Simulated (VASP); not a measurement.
# Si7C (P1) in VASP: single point with PBEsol

Aim: the single point of Si7C with PBEsol.

Program: VASP 6.6.1. These are calculated values, not measurements. Logs are shortened: lines on timing, memory, paths and dates and some standing lists are left out, and cuts for length are marked.

## Step 1: The cell of the first run

The typed cell holds 64 atoms: a = 10.322 Å, b = 10.322 Å, c = 10.322 Å, α = 90.00°, β = 90.00°, γ = 90.00°.

## Step 2: Single point, PBEsol

Input file INCAR:

```
  ALGO = Normal
  EDIFF = 1E-7
  ENCUT = 520
  GGA = PS
  ISIF = 2
  ISMEAR = -1
  ISYM = 0
  LASPH = True
  LCHARG = False
  LREAL = Auto
  LWAVE = False
  NBANDS = 166
  NELM = 80
  PREC = Accurate
  SIGMA = 0.05
```

Input file KPOINTS:

```
Automatic mesh
0
Gamma
  1 1 1
  0.25 0.25 0.25
```

Input file POSCAR:

```
Si7C
1.0
   10.3221086324      0.0000000000      0.0000000000
    0.0000000000     10.3221086324      0.0000000000
    0.0000000000      0.0000000000     10.3221086324
Si C
56 8
Direct
    0.0034950000      0.9979550000      0.0043390000
    0.0072990000      0.5031830000      0.0035700000
    0.9877190000      0.5169600000      0.4706700000
    0.4896320000      0.0015600000      0.4939340000
    0.5174720000      0.5193440000      0.0338070000
    0.4882410000      0.4932080000      0.4979930000
    0.1365270000      0.1016630000      0.1527350000
    0.1300000000      0.1245940000      0.5801950000
    0.1420750000      0.6104210000      0.1592520000
    0.1205310000      0.6304230000      0.6121270000
    0.6031820000      0.1084400000      0.1125620000
    0.6234350000      0.1212070000      0.6282590000
    0.6326990000      0.6296490000      0.6187710000
    0.2587930000      0.2425920000      0.0207080000
    0.2532770000      0.7500470000      0.0134670000
    0.2309660000      0.7737120000      0.4711410000
    0.7419540000      0.2434090000      0.9972150000
    0.7593000000      0.2398110000      0.5005190000
    0.7271860000      0.7386500000      0.0236150000
    0.7793000000      0.7417580000      0.4822960000
    0.3622980000      0.3997530000      0.1478310000
    0.3500140000      0.3434030000      0.6016340000
    0.3761590000      0.8956150000      0.1345140000
    0.3682760000      0.8702240000      0.6207510000
    0.8675310000      0.3808250000      0.1278890000
    0.8766710000      0.3861490000      0.6148580000
    0.8785010000      0.8641570000      0.1314400000
    0.9083510000      0.8966710000      0.5909340000
    0.2507090000      0.0100230000      0.7458630000
    0.2506820000      0.4911950000      0.7410390000
    0.7496230000      0.0011350000      0.2508210000
    0.7542340000      0.9871000000      0.7479430000
    0.7549010000      0.5346020000      0.2523560000
    0.7478710000      0.4990790000      0.7542340000
    0.3351700000      0.1192660000      0.3731970000
    0.3898390000      0.1074800000      0.9002610000
    0.3553320000      0.6147540000      0.3546160000
    0.3838280000      0.6216780000      0.8809540000
    0.9023750000      0.1058150000      0.3869110000
    0.8804990000      0.1254620000      0.8673810000
    0.8680000000      0.6351000000      0.8804320000
    0.0049240000      0.2521590000      0.2536900000
    0.0063850000      0.2455960000      0.7261320000
    0.0094360000      0.7550780000      0.2801920000
    0.9962420000      0.7585020000      0.7424260000
    0.4831870000      0.2435240000      0.2496710000
    0.4876870000      0.2438470000      0.7539560000
    0.5082950000      0.7339450000      0.2340620000
    0.5034140000      0.7557550000      0.7520100000
    0.1467330000      0.3789690000      0.3715620000
    0.1283550000      0.3612330000      0.8757550000
    0.1275570000      0.8734500000      0.8739910000
    0.6317100000      0.3747710000      0.3691020000
    0.6120700000      0.3806000000      0.8822180000
    0.6244590000      0.8654410000      0.3739250000
    0.6043860000      0.8869920000      0.9043870000
    0.0343470000      0.9932020000      0.4709000000
    0.4905000000      0.9971870000      0.0121260000
    0.6319530000      0.6286530000      0.1382290000
    0.2384860000      0.2464270000      0.4805570000
    0.2234580000      0.9917770000      0.2795210000
    0.2489130000      0.4933960000      0.2603040000
    0.8811400000      0.6354650000      0.3666000000
    0.1263880000      0.9035190000      0.3761970000
```

Potentials or basis: VASP PAW PBE potentials, release 64 (Si, C).

On the command line:

```console
> cat potpaw_PBE.64/Si/POTCAR potpaw_PBE.64/C/POTCAR > POTCAR
> mpirun -np 1 vasp_std > vasp.out
```

OUTCAR:

```text
EDIFF = 1E-7
   ENCUT = 520
   GGA = PS
   ISIF = 2
   ISMEAR = -1
   ISYM = 0
   LASPH = True
   LREAL = Auto
   NELM = 80
   PREC = Accurate

 ion  position               nearest neighbor table
   1  0.003  0.998  0.004-  52 2.26  27 2.30  40 2.31   7 2.32
   2  0.007  0.503  0.004-  25 2.31  51 2.33  41 2.35   9 2.40
   3  0.988  0.517  0.471-  63 1.96  26 2.31  10 2.32  50 2.40
   4  0.490  0.002  0.494-  24 2.26  12 2.31  55 2.33  35 2.36
   5  0.517  0.519  0.034-  59 1.96  54 2.34  21 2.34  38 2.35  48 3.03  19 3.13
   6  0.488  0.493  0.498-  53 2.34  22 2.36  37 2.38  13 2.40
   7  0.137  0.102  0.153-  61 1.95  42 2.31   1 2.32  14 2.36  35 3.07
   8  0.130  0.125  0.580-  60 1.97  57 2.02  43 2.34  29 2.42  35 3.01  39 3.09
   9  0.142  0.610  0.159-  62 1.94  15 2.38  44 2.38   2 2.40  37 2.99  21 3.15
  10  0.121  0.630  0.612-  45 2.28   3 2.32  16 2.37  30 2.38
  11  0.603  0.108  0.113-  58 1.94  17 2.33  46 2.34  31 2.36  36 3.11  56 3.14
  12  0.623  0.121  0.628-  18 2.28  47 2.29  32 2.29   4 2.31
  13  0.633  0.630  0.619-  34 2.28  49 2.32  20 2.37   6 2.40
  14  0.259  0.243  0.021-  36 2.31  21 2.34  51 2.36   7 2.36
  15  0.253  0.750  0.013-  52 2.32  23 2.33  38 2.33   9 2.38
  16  0.231  0.774  0.471-  64 1.98  24 2.32  10 2.37  37 2.41  44 3.02
  17  0.742  0.243  0.997-  54 2.28  40 2.31  11 2.33  25 2.35
[... 33 lines left out ...]
  51  0.128  0.361  0.876-  30 2.31  43 2.32   2 2.33  14 2.36
  52  0.128  0.873  0.874-  45 2.26   1 2.26  29 2.31  15 2.32
  53  0.632  0.375  0.369-   6 2.34  18 2.35  46 2.39  33 2.41
  54  0.612  0.381  0.882-  34 2.28  17 2.28  47 2.32   5 2.34
  55  0.624  0.865  0.374-  31 2.29  48 2.32  20 2.33   4 2.33
  56  0.604  0.887  0.904-  58 1.98  49 2.32  19 2.34  32 2.46  11 3.14
  57  0.034  0.993  0.471-  64 1.65  39 1.99   8 2.02  28 2.05
  58  0.490  0.997  0.012-  36 1.93  11 1.94  56 1.98  23 2.02
  59  0.632  0.629  0.138-  19 1.91  48 1.95   5 1.96  33 1.99
  60  0.238  0.246  0.481-  22 1.97   8 1.97  35 1.99  50 2.01
  61  0.223  0.992  0.280-  64 1.68   7 1.95  35 2.00  23 2.39
  62  0.249  0.493  0.260-  21 1.91  37 1.93   9 1.94  50 1.96
  63  0.881  0.635  0.367-  20 1.93   3 1.96  44 2.02  33 2.04
  64  0.126  0.904  0.376-  57 1.65  61 1.68  16 1.98  44 2.19

IMPORTANT INFORMATION: All symmetrisations will be switched off!
NOSYMM: (Re-)initialisation of all symmetry stuff for point group C_1.

----------------------------------------------------------------------------------------

                                     Primitive cell

  volume of cell :    1099.7786

  direct lattice vectors                    reciprocal lattice vectors
    10.322108632  0.000000000  0.000000000     0.096879430  0.000000000  0.000000000
     0.000000000 10.322108632  0.000000000     0.000000000  0.096879430  0.000000000
     0.000000000  0.000000000 10.322108632     0.000000000  0.000000000  0.096879430

[... 197 lines left out ...]
   NELECT =     256.0000    total number of electrons
   NUPDOWN=      -1.0000    fix difference up-down
   EMIN   =  10.00;   EMAX   =-10.00  energy-range for DOS
   EFERMI =   0.00;   METHOD = LEGACY
   ISMEAR =    -1;   SIGMA  =   0.05  broadening in eV -4-tet -1-fermi 0-gaus
   EFERMI_NEDOS =   21; number of points for ismear=-14 and -15
   IALGO  =     38    algorithm
   IMIX   =      4    mixing-type and parameters
     AMIX     =   0.40;   BMIX     =  1.00
     AMIX_MAG =   1.60;   BMIX_MAG =  1.00
  volume/ion in A,a.u.               =      17.18       115.96
  Fermi-wavevector in a.u.,A,eV,Ry     =   1.007055  1.903057 13.798473  1.014159
  Thomas-Fermi vector in A             =   2.139836
   LORBIT       =      0    0 simple, 1 ext, 2 COOP (PROOUT), +10 PAW based schemes
   GGA     = PS    functional components
   LHFCALC =     F    Hartree Fock is set to
   AEXX    =    0.0000 exact exchange contribution
   IVDW    =     0    specifies the selected vdW correction
   LEPSILON=     F    determine dielectric tensor
   LRPA    =     F    only Hartree local field effects (RPA)
 non-spin polarized calculation
  energy-cutoff  :      520.00
  volume of cell :     1099.78
 maximum number of plane-waves:     29623
 NGX is ok and might be reduce to    80
   NGX = 39   NGY = 39   NGZ = 39

 number of electron     255.9999999 magnetization

 Free energy of the ion-electron system (eV)
  ---------------------------------------------------
  ext. energy  EPLUGINS =         0.00000000
  ---------------------------------------------------
  free energy    TOTEN  =      -388.37350405 eV

  energy without entropy =     -388.34558175  energy(sigma->0) =     -388.35954290

 E-fermi :   6.7641     XC(G=0): -10.0081

 val. band max:        6.6417921388   @ k =   0.2500  -0.2500   0.2500
 cond. band min:       6.8798871126   @ k =   0.2500  -0.2500   0.2500
 fundamental gap:      0.2380949739
 Fermi energy:         6.7640887889

 k-point     1 :       0.2500    0.2500    0.2500
  band No.  band energies     occupation
      1      -8.1381      2.00000
      2      -7.0618      2.00000
      3      -6.7871      2.00000
      4      -6.5953      2.00000
      5      -6.3459      2.00000
      6      -6.1397      2.00000
[... 561 lines left out ...]
    139       8.2710      0.00000
    140       8.3485      0.00000
 [bands above 140 left out]

------------------------ aborting loop because EDIFF is reached ----------------------------------------

  FORCE on cell =-STRESS in cart. coord.  units (eV):
  Direction    XX          YY          ZZ          XY          YZ          ZX
  --------------------------------------------------------------------------------------
  -------------------------------------------------------------------------------------
  Total        2.5162603     -1.6299373      1.6285617     -2.3382555      0.2728435     -2.7867982
  in kB        3.6657334     -2.3745220      2.3725180     -3.4064128      0.3974833     -4.0598579
  external PRESSURE =       1.2212431 kB  Pullay stress =       0.0000000 kB

 VOLUME and BASIS-vectors are now :
 -----------------------------------------------------------------------------
  energy-cutoff  :      520.00
  volume of cell :     1099.78
      direct lattice vectors                 reciprocal lattice vectors
    10.322108632  0.000000000  0.000000000     0.096879430  0.000000000  0.000000000
     0.000000000 10.322108632  0.000000000     0.000000000  0.096879430  0.000000000
     0.000000000  0.000000000 10.322108632     0.000000000  0.000000000  0.096879430

 POSITION                                       TOTAL-FORCE (eV/Angst)
 -----------------------------------------------------------------------------------
      0.03608     10.30100      0.04479         0.041900      0.044539      0.070269
      0.07534      5.19391      0.03685         0.029782      0.016805      0.111264
     10.19534      5.33612      4.85831         0.030463      0.058586      0.057889
      5.05403      0.01610      5.09844         0.032172      0.040726      0.013527
      5.34140      5.36073      0.34896         0.056169     -0.038242      0.007347
      5.03968      5.09095      5.14034         0.054233      0.045651      0.028154
[... 56 lines left out ...]
      9.09522      6.55934      3.78409        -0.101236     -0.115411     -0.090347
      1.30459      9.32622      3.88315        -0.203939     -0.174735     -0.095070
 -----------------------------------------------------------------------------------
    total drift:                               -0.004072     -0.010614      0.003162

  FREE ENERGIE OF THE ION-ELECTRON SYSTEM (eV)
  ---------------------------------------------------
  free  energy   TOTEN  =      -388.3735040518 eV

  energy  without entropy=     -388.3455817497  energy(sigma->0) =     -388.35954290
```

It took 24 min on 1 thread of Intel Xeon Platinum 8259CL at 2.50GHz (Skylake/Cascade Lake), shared host; peak memory 1.2 GiB.

Results:

```
Free energy            : -388.3735 eV
Pressure               : 0.1 GPa
Largest force          : 0.285 eV/Å
Band gap on the k mesh : 0.24 eV
```

Forces in eV/Å, atoms in the order of the input:
```
Si   0.042  0.045  0.070
Si   0.030  0.017  0.111
Si   0.030  0.059  0.058
Si   0.032  0.041  0.014
Si   0.056 -0.038  0.007
Si   0.054  0.046  0.028
Si  -0.040 -0.096 -0.040
Si   0.065 -0.091 -0.057
Si  -0.096 -0.083 -0.100
Si  -0.047  0.068 -0.067
Si  -0.043  0.042 -0.001
Si  -0.066  0.034 -0.040
Si  -0.057 -0.020 -0.037
Si  -0.068  0.178 -0.079
Si  -0.055  0.075 -0.064
Si   0.048  0.032  0.082
Si  -0.017  0.073  0.047
Si  -0.016  0.039 -0.065
Si   0.106  0.018  0.051
Si  -0.011  0.082 -0.068
Si  -0.047 -0.031 -0.117
Si   0.006 -0.053  0.014
Si  -0.042  0.005 -0.055
Si  -0.021 -0.021 -0.078
Si  -0.051 -0.071 -0.002
Si  -0.002 -0.018  0.003
Si  -0.053 -0.053  0.046
Si   0.001 -0.142 -0.100
Si   0.025  0.020  0.049
Si   0.133  0.068  0.060
Si   0.116  0.019  0.054
Si  -0.019 -0.021  0.040
Si   0.028  0.072  0.043
Si   0.009 -0.012  0.006
Si  -0.073 -0.052  0.114
Si  -0.065 -0.074 -0.109
Si  -0.030 -0.017  0.055
Si  -0.026 -0.122 -0.073
Si  -0.087 -0.090 -0.085
Si   0.006  0.022  0.012
Si   0.009 -0.010 -0.006
Si   0.087  0.040 -0.036
Si   0.027  0.021  0.127
Si  -0.008  0.160  0.018
Si   0.001 -0.023  0.058
Si   0.192  0.069  0.073
Si  -0.013  0.100 -0.027
Si   0.075  0.076  0.108
Si  -0.057  0.013  0.025
Si  -0.045 -0.041 -0.068
Si   0.017 -0.059 -0.037
Si   0.029 -0.054  0.014
Si  -0.020 -0.127 -0.038
Si  -0.036  0.051 -0.037
Si   0.002 -0.129  0.032
Si  -0.012  0.023 -0.055
C    0.131  0.152  0.083
C    0.043  0.045  0.065
C   -0.053 -0.111 -0.072
C    0.083 -0.031  0.098
C    0.052  0.104  0.037
C    0.048  0.076  0.097
C   -0.101 -0.115 -0.090
C   -0.204 -0.175 -0.095
```

Caveat: semilocal functionals underestimate gaps, and a narrow one can read as zero; the PAW data sets were made with another functional, which shifts forces and pressure a little; a shifted mesh leaves out Γ, where band edges can lie. A k mesh can miss the band edges.
